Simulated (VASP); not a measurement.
# PtS2 (P-3m1) in VASP: a series of runs, part 2 of 2

VASP 6.6.1. The steps go on from the part before.

### 3 Single point, r2SCAN (uniaxial z strain +1.0%)

Input file POSCAR:

```
PtS2
1.0
    3.5526415799      0.0000000000      0.0000000000
   -1.7763207900      3.0766778587      0.0000000000
    0.0000000000      0.0000000000      5.1739381656
Pt S
1 2
Direct
    0.0000000000      0.0000000000      0.0000000000
    0.3333333333      0.6666666667      0.2371271869
    0.6666666667      0.3333333333      0.7628728131
```

Input file INCAR.step1:

```
PREC = Accurate
ENCUT = 520
ISMEAR = 0
SIGMA = 0.01
LREAL = False
LASPH = True
NELM = 100
NBANDS = 18
GGA = PE
ALGO = Normal
EDIFF = 1E-4
LWAVE = True
LCHARG = False
```

Input file INCAR.step2:

```
PREC = Accurate
ENCUT = 520
EDIFF = 1E-7
ISMEAR = 0
SIGMA = 0.01
LREAL = False
LASPH = True
NELM = 100
ALGO = Normal
ISIF = 2
LWAVE = False
LCHARG = True
METAGGA = R2SCAN
LMIXTAU = True
LELF = True
LVHAR = True
NBANDS = 18
ISTART = 1
```

Input file KPOINTS:

```
regular mesh
0
Gamma
  12 12 6
```

Potentials or basis: VASP PAW PBE potentials, release 64 (Pt, S).

Run with:

```
$ cat potpaw_PBE.64/Pt/POTCAR potpaw_PBE.64/S/POTCAR > POTCAR
$ cp INCAR.step1 INCAR
$ mpirun -np 1 vasp_std > vasp.out
$ cp INCAR.step2 INCAR
$ mpirun -np 1 vasp_std > vasp.out
```

OUTCAR:

```text
PREC = Accurate
   ENCUT = 520
   EDIFF = 1E-7
   ISMEAR = 0
   LREAL = False
   LASPH = True
   NELM = 100
   ISIF = 2
   METAGGA = R2SCAN
   ISTART = 1

 ion  position               nearest neighbor table
   1  0.000  0.000  0.000-   2 2.39   3 2.39   2 2.39   3 2.39   3 2.39   2 2.39
   2  0.333  0.667  0.237-   1 2.39   1 2.39   1 2.39
   3  0.667  0.333  0.763-   1 2.39   1 2.39   1 2.39

  LATTYP: Found a hexagonal cell.
 ALAT       =     3.5526415799
 C/A-ratio  =     1.4563636802

  Lattice vectors:

 A1 = (   3.5526415799,   0.0000000000,   0.0000000000)
 A2 = (  -1.7763207900,   3.0766778587,   0.0000000000)
 A3 = (   0.0000000000,   0.0000000000,   5.1739381656)

Analysis of symmetry for initial positions (statically):
=====================================================================
 Subroutine PRICEL returns:
 Original cell was already a primitive cell.

 Routine SETGRP: Setting up the symmetry group for a
 hexagonal supercell.

 Subroutine GETGRP returns: Found 12 space group operations
 (whereof 12 operations were pure point group operations)
 out of a pool of 24 trial point group operations.

The static configuration has the point symmetry D_3d.

Analysis of symmetry for dynamics (positions and initial velocities):
=====================================================================
 Subroutine PRICEL returns:
 Original cell was already a primitive cell.

 Routine SETGRP: Setting up the symmetry group for a
 hexagonal supercell.

 Subroutine GETGRP returns: Found 12 space group operations
 (whereof 12 operations were pure point group operations)
 out of a pool of 24 trial point group operations.

The dynamic configuration has the point symmetry D_3d.

 Subroutine INISYM returns: Found 12 space group operations
 (whereof 12 operations are pure point group operations),
 and found     1 'primitive' translations

----------------------------------------------------------------------------------------

                                     Primitive cell

  volume of cell :      56.5529

  direct lattice vectors                    reciprocal lattice vectors
     3.552641580  0.000000000  0.000000000     0.281480689  0.162512952  0.000000000
    -1.776320790  3.076677859  0.000000000     0.000000000  0.325025903  0.000000000
     0.000000000  0.000000000  5.173938166     0.000000000  0.000000000  0.193276372

  length of vectors
     3.552641580  3.552641580  5.173938166     0.325025903  0.325025903  0.193276372

  position of ions in fractional coordinates (direct lattice)
     0.000000000  0.000000000  0.000000000
     0.333333333  0.666666667  0.237127187
     0.666666667  0.333333333  0.762872813

  ion indices of the primitive-cell ions
   primitive index   ion index
                 1           1
                 2           2
                 3           3

----------------------------------------------------------------------------------------

 KPOINTS: regular mesh

Automatic generation of k-mesh.
 Grid dimensions read from file:
 generate k-points for:   12   12    6

 Generating k-lattice:

  Cartesian coordinates                     Fractional coordinates (reciprocal lattice)
     0.023456724  0.013542746  0.000000000     0.083333333  0.000000000  0.000000000
     0.000000000  0.027085492  0.000000000     0.000000000  0.083333333  0.000000000
     0.000000000  0.000000000  0.032212729     0.000000000  0.000000000  0.166666667

  Length of vectors
     0.027085492  0.027085492  0.032212729

  Shift w.r.t. Gamma in fractional coordinates (k-lattice)
     0.000000000  0.000000000  0.000000000

 Subroutine IBZKPT returns following result:
 ===========================================

 Found    100 irreducible k-points:

 Following reciprocal coordinates:
            Coordinates               Weight
  0.000000  0.000000  0.000000      1.000000
  0.083333  0.000000  0.000000      6.000000
  0.166667  0.000000  0.000000      6.000000
  0.250000  0.000000  0.000000      6.000000
  0.333333 -0.000000  0.000000      6.000000
  0.416667  0.000000  0.000000      6.000000
[... 16 lines left out ...]
  0.166667  0.000000  0.166667      6.000000
  0.000000  0.166667  0.166667      6.000000
 [... further k-points ...]
   k-points           NKPTS =    100   k-points in BZ     NKDIM =    100   number of bands    NBANDS=     18
   number of dos      NEDOS =    301   number of ions     NIONS =      3
   total plane-waves  NPLWV =  31360
   dimension x,y,z NGX =    28 NGY =   28 NGZ =   40
   dimension x,y,z NGXF=    56 NGYF=   56 NGZF=   80
   ions per type =               1   2
   NGX,Y,Z   is equivalent  to a cutoff of  13.10, 13.10, 12.85 a.u.
   NGXF,Y,Z  is equivalent  to a cutoff of  26.21, 26.21, 25.71 a.u.
 SYSTEM =  unknown system
   PREC   = accura    normal or accurate (medium, high low for compatibility)
   ISTART =      1    job   : 0-new  1-cont  2-samecut
   ICHARG =      0    charge: 1-file 2-atom 10-const
   ISPIN  =      1    spin polarized calculation?
   LNONCOLLINEAR =      F non collinear calculations
   LSORBIT =      F    spin-orbit coupling
   LASPH  =      T    aspherical Exc in radial PAW
   ENCUT  =  520.0 eV  38.22 Ry    6.18 a.u.   6.61  6.61  9.62*2*pi/ulx,y,z
   NELM   =    100;   NELMIN=  2; NELMDL=  0     # of ELM steps
   EDIFF  = 0.1E-06   stopping-criterion for ELM
   LREAL  =      F    real-space projection
   EDIFFG = 0.1E-05   stopping-criterion for IOM
   NSW    =      0    number of steps for IOM
   IBRION =     -1    ionic relax: 0-MD 1-quasi-New 2-CG
   NFREE  =      0    steps in history (QN), initial steepest desc. (CG)
   ISIF   =      2    stress and relaxation
   ISYM   =      2    0-nonsym 1-usesym 2-fastsym
   POTIM  = 0.5000    time-step for ionic-motion
   TEBEG  =    0.0;   TEEND  =   0.0 temperature during run
   PSTRESS=    0.0 pullay stress
   NELECT =      22.0000    total number of electrons
   NUPDOWN=      -1.0000    fix difference up-down
   EMIN   =  10.00;   EMAX   =-10.00  energy-range for DOS
   EFERMI =   0.00;   METHOD = LEGACY
   ISMEAR =     0;   SIGMA  =   0.01  broadening in eV -4-tet -1-fermi 0-gaus
   EFERMI_NEDOS =   21; number of points for ismear=-14 and -15
   IALGO  =     38    algorithm
   IMIX   =      4    mixing-type and parameters
     AMIX     =   0.40;   BMIX     =  1.00
     AMIX_MAG =   1.60;   BMIX_MAG =  1.00
  volume/ion in A,a.u.               =      18.85       127.21
  Fermi-wavevector in a.u.,A,eV,Ry     =   1.195081  2.258376 19.432108  1.428220
  Thomas-Fermi vector in A             =   2.331056
   LORBIT       =      0    0 simple, 1 ext, 2 COOP (PROOUT), +10 PAW based schemes
   METAGGA = R2SCAN    functional components
   LHFCALC =     F    Hartree Fock is set to
   AEXX    =    0.0000 exact exchange contribution
   IVDW    =     0    specifies the selected vdW correction
   LEPSILON=     F    determine dielectric tensor
   LRPA    =     F    only Hartree local field effects (RPA)
 non-spin polarized calculation
 Gauss-broadening in eV      SIGMA  =   0.01
  energy-cutoff  :      520.00
  volume of cell :       56.55
 maximum number of plane-waves:      1555
 NGX is ok and might be reduce to    28
   NGX = 13   NGY = 13   NGZ = 19

 number of electron      21.9999998 magnetization

 Free energy of the ion-electron system (eV)
  ---------------------------------------------------
  ext. energy  EPLUGINS =         0.00000000
  ---------------------------------------------------
  free energy    TOTEN  =       -68.85625816 eV

  energy without entropy =      -68.85625816  energy(sigma->0) =      -68.85625816

 E-fermi :   6.1704     XC(G=0): -11.1456

 val. band max:        6.0549835186   @ k =   0.0000   0.1667   0.1667
 cond. band min:       6.9594349317   @ k =   0.0000   0.2500   0.3333
 fundamental gap:      0.9044514131
 Fermi energy:         6.1703583144

 k-point     1 :       0.0000    0.0000    0.0000
  band No.  band energies     occupation
      1      -9.6400      2.00000
      2      -6.7834      2.00000
      3      -0.9007      2.00000
      4      -0.5921      2.00000
      5      -0.5921      2.00000
      6       2.1986      2.00000
[... 10 lines left out ...]
     17      14.6693      0.00000
     18      18.9890      0.00000
[... 466 lines left out ...]
      2      -7.0607      2.00000
      3      -0.7075      2.00000
      4      -0.3864      2.00000
      5       0.0017      2.00000
      6       1.5675      2.00000
[... 10 lines left out ...]
     17      16.0147      0.00000
     18      16.0228      0.00000

 [... further k-points ...]

------------------------ aborting loop because EDIFF is reached ----------------------------------------

  FORCE on cell =-STRESS in cart. coord.  units (eV):
  Direction    XX          YY          ZZ          XY          YZ          ZX
  --------------------------------------------------------------------------------------
  -------------------------------------------------------------------------------------
  Total        0.3289408      0.3289408      0.3548395     -0.0000000      0.0000000      0.0000000
  in kB        9.3190935      9.3190935     10.0528208     -0.0000000      0.0000000      0.0000000
  external PRESSURE =       9.5636693 kB  Pullay stress =       0.0000000 kB

 VOLUME and BASIS-vectors are now :
 -----------------------------------------------------------------------------
  energy-cutoff  :      520.00
  volume of cell :       56.55
      direct lattice vectors                 reciprocal lattice vectors
     3.552641580  0.000000000  0.000000000     0.281480689  0.162512952  0.000000000
    -1.776320790  3.076677859  0.000000000     0.000000000  0.325025903  0.000000000
     0.000000000  0.000000000  5.173938166     0.000000000  0.000000000  0.193276372

 POSITION                                       TOTAL-FORCE (eV/Angst)
 -----------------------------------------------------------------------------------
      0.00000      0.00000      0.00000         0.000000      0.000000      0.000000
     -0.00000      2.05112      1.22688        -0.000000     -0.000000     -0.048040
      1.77632      1.02556      3.94706         0.000000      0.000000      0.048040
 -----------------------------------------------------------------------------------
    total drift:                               -0.000000     -0.000000     -0.000000

  FREE ENERGIE OF THE ION-ELECTRON SYSTEM (eV)
  ---------------------------------------------------
  free  energy   TOTEN  =       -68.8562581648 eV

  energy  without entropy=      -68.8562581648  energy(sigma->0) =      -68.85625816
```

Wall time 11 min (1 thread of Intel Xeon 8259CL, shared host); peak memory 0.25 GiB.

Results:

```yaml
Free_energy: -68.8563 eV
Pressure: 1.0 GPa
Largest_force: 0.048 eV/Å
Band_gap_on_the_k_mesh: 0.90 eV (least direct gap 1.17 eV)
```

Forces on the atoms (eV/Å):
```
Pt   0.000  0.000  0.000
S    0.000  0.000 -0.048
S    0.000  0.000  0.048
```

Caveat: the cell differs from its parent crystal (uniaxial z strain +1.0%); the PAW data sets were made with another functional, which shifts forces and pressure a little; spin-orbit coupling is left out, which moves the levels of the heavy elements.

### 4 Single point, HSE06 (epitaxial xy strain -1.5%)

Input file POSCAR:

```
PtS2
1.0
    3.4993519562      0.0000000000      0.0000000000
   -1.7496759781      3.0305276908      0.0000000000
    0.0000000000      0.0000000000      5.3057213562
Pt S
1 2
Direct
    0.0000000000      0.0000000000      0.0000000000
    0.3333333333      0.6666666667      0.2367267124
    0.6666666667      0.3333333333      0.7632732876
```

Input file INCAR.step1:

```
  PREC = Accurate
  ENCUT = 520
  EDIFF = 1E-5
  ISMEAR = 0
  SIGMA = 0.01
  LREAL = F
  LASPH = T
  NELM = 100
  ALGO = Normal
  ISIF = 2
  LWAVE = T
  GGA = PE
  NBANDS = 18
```

Input file INCAR.step2:

```
  PREC = Accurate
  ENCUT = 520
  EDIFF = 1E-6
  ISMEAR = 0
  SIGMA = 0.01
  LREAL = F
  LASPH = T
  NELM = 100
  ALGO = Normal
  ISIF = 2
  LWAVE = F
  LCHARG = T
  GGA = PE
  LHFCALC = T
  HFSCREEN = 0.2079
  PRECFOCK = Normal
  LELF = T
  LVHAR = T
  ISTART = 1
  NBANDS = 18
```

Input file KPOINTS:

```
regular mesh
0
Gamma
  6 6 4
```

Run with:

```
$ cat potpaw_PBE.64/Pt/POTCAR potpaw_PBE.64/S/POTCAR > POTCAR
$ cp INCAR.step1 INCAR
$ mpirun -np 1 vasp_std > vasp.out
$ cp INCAR.step2 INCAR
$ mpirun -np 1 vasp_std > vasp.out
```

It took 40 min on 1 thread of Oxide Virtual Turin-like, shared host; peak memory 0.27 GiB.

It converged, with:

| Property | Result |
| --- | --- |
| Free energy | -18.6366 eV |
| Pressure | 0.8 GPa |
| Largest force | 0.426 eV/Å |
| Band gap on the k mesh | 1.74 eV (least direct gap 2.27 eV) |

Forces on the atoms (eV/Å):
```
Pt   0.000  0.000  0.000
S    0.000  0.000 -0.426
S    0.000  0.000  0.426
```

Stress tensor (GPa, compression positive):
```
 1.48  0.00  0.00
 0.00  1.48  0.00
 0.00  0.00 -0.69
```

Levels at points of the mesh, in eV from the valence-band top:
| k point | band 9 | band 10 | band 11 | band 12 | band 13 | band 14 |
| --- | --- | --- | --- | --- | --- | --- |
| (0.00, 0.00, 0.00) | -0.82 | -0.82 | 0.00 | 3.12 | 3.12 | 5.97 |
| (0.50, 0.00, 0.00) | -3.29 | -3.02 | -2.73 | 2.60 | 3.52 | 6.61 |
| (0.00, 0.00, 0.50) | -1.41 | -1.00 | -1.00 | 3.58 | 3.58 | 6.61 |
| (0.50, 0.00, 0.50) | -3.14 | -2.69 | -1.62 | 2.76 | 3.40 | 6.11 |

Caveat: the cell differs from its parent crystal (epitaxial xy strain -1.5%); the PAW data sets were made with another functional, which shifts forces and pressure a little; spin-orbit coupling is left out, which moves the levels of the heavy elements. A k mesh can miss the band edges.

### 5 Overview

| level | cell | k mesh | grid for exact exchange (PRECFOCK) | share of exact exchange | screening parameter | gap on the mesh (eV) | pressure (GPa) | largest force (eV/Å) |
| --- | --- | --- | --- | --- | --- | --- | --- | --- |
| r2SCAN | a = 3.499, b = 3.499, c = 5.306 Å, angles 90.0, 90.0, 120.0°, 3 atoms | 12 × 12 × 6 | - | - | - | 1.03 | 3.3 | 0.05 |
| r2SCAN | a = 3.553, b = 3.553, c = 5.174 Å, angles 90.0, 90.0, 120.0°, 3 atoms | 12 × 12 × 6 | - | - | - | 0.90 | 1.0 | 0.05 |
| HSE06 | a = 3.499, b = 3.499, c = 5.306 Å, angles 90.0, 90.0, 120.0°, 3 atoms | 6 × 6 × 4 | Normal | 0.25 | 0.2079 1/Å | 1.74 | 0.8 | 0.43 |

Alike in all rows: task single point; potentials or basis VASP PAW PBE potentials, release 64 (Pt, S); no spin polarisation; cutoff (eV) 520; smearing gaussian 0.01 eV.

Caveats: the PAW data sets were made with another functional, which shifts forces and pressure a little; spin-orbit coupling is left out, which moves the levels of the heavy elements; the cell stands under pressure (at least some runs).

Absolute energies hang on the potentials; compare differences alone.
